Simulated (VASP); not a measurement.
Wanted: the native input for a VASP 6.6.1 run.

| Quantity | Value |
| --- | --- |
| Task | single point |
| Functional | RPBE |
| Potentials or basis | VASP PAW PBE potentials, release 64 (Ge_d) |
| Cutoff | 520 eV |
| k mesh | 19 × 19 × 11 |
| Occupations | fermi-dirac, width 0.1 eV |
| Spin | no spin polarisation |
| Dipole correction | no |
| Further INCAR settings | ALGO = Normal; EDIFF = 1e-07; NBANDS = 21 |

The structure of Ge lies in POSCAR:

```
Ge
1.0
    3.0925291706      0.0000000000      0.0000000000
   -1.5462645853      2.6782088237      0.0000000000
    0.0000000000      0.0000000000      4.7914482404
Ge
2
Direct
    0.3333333333      0.6666666667      0.2500000000
    0.6666666667      0.3333333333      0.7500000000
```

These files were run (other wordings do the same):

INCAR

```
SYSTEM = Ge
ALGO     = Normal         ! electronic algorithm
EDIFF    = 1E-7           ! SCF threshold, eV
ENCUT    = 520            ! plane-wave cutoff, eV
GGA      = RP             ! functional
ISIF     = 2              ! what is computed and relaxed
ISMEAR   = -1             ! smearing method
LASPH    = .True.         ! aspherical terms in the spheres
LCHARG   = .False.        ! write CHGCAR
LREAL    = .False.        ! projectors in reciprocal space
LWAVE    = .False.        ! write WAVECAR
NBANDS   = 21             ! bands
NELM     = 60             ! most SCF steps
PREC     = Accurate       ! precision mode
SIGMA    = 0.1            ! smearing width, eV
```

KPOINTS

```
k-points
0
Gamma
  19 19 11
  0 0 0
```

Potentials or basis: VASP PAW PBE potentials, release 64 (Ge_d).

Run with:

```sh
$ cat potpaw_PBE.64/Ge_d/POTCAR > POTCAR
$ mpirun -np 1 vasp_std > vasp.out
```

Results of the run:

```json
{
  "Pressure": "0.2 GPa",
  "Band gap on the k mesh": "zero (band 14 reaches 12.54 eV, above the bottom of band 15 at 3.75 eV)"
}
```

Caveat: the PAW data sets were made with another functional, which shifts forces and pressure a little.

Wall time 96 s on 1 thread of AMD EPYC 9R45 96-Core Processor (Zen 5) (shared host), peak memory 0.24 GiB.
